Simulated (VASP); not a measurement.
Input of a VASP 6.6.1 run:

The input INCAR:

```
SYSTEM = Cu4Mo
ALGO = Normal ; EDIFF = 1E-6
ENCUT = 520 ; GGA = PE
ISIF = 2 ; ISMEAR = 0
LASPH = .TRUE. ; LCHARG = .FALSE.
LREAL = .FALSE. ; LWAVE = .FALSE.
NBANDS = 37 ; NELM = 80
PREC = Accurate ; SIGMA = 0.1
```

KPOINTS

```
k-points
0
G
  6 6 4
  0 0 0
```

File POSCAR:

```
Cu4Mo
1.0
    4.1288263489      0.0000000031      0.0000000000
   -2.0644131771      3.5756685045      0.0000000000
    0.0000000000      0.0000000000      4.8208171715
Cu Mo
4 1
Direct
    0.3333333333      0.6666666667      0.3294016918
    0.6666666667      0.3333333333      0.6705983082
    0.3333333333      0.6666666667     -0.1594280745
    0.6666666667      0.3333333333      1.1594280745
    0.0000000000      0.0000000000      0.5000000000
```

Potentials or basis: VASP PAW PBE potentials, release 64 (Cu, Mo_sv).

The run is started by

```sh
$ cat potpaw_PBE.64/Cu/POTCAR potpaw_PBE.64/Mo_sv/POTCAR > POTCAR
$ mpirun -np 1 vasp_std > vasp.out
```

Q: Predict the pressure.

A: 0.6 GPa.

Q: Predict the largest force.

A: 0.007 eV/Å.

Q: What does it give for the band gap on the k mesh?

A: Zero (bands 29 and 30 overlap by 0.48 eV).

Forces in eV/Å, atoms in the order of the input:
```
Cu   0.000  0.000  0.001
Cu   0.000  0.000 -0.001
Cu   0.000  0.000 -0.007
Cu   0.000  0.000  0.007
Mo   0.000  0.000  0.000
```
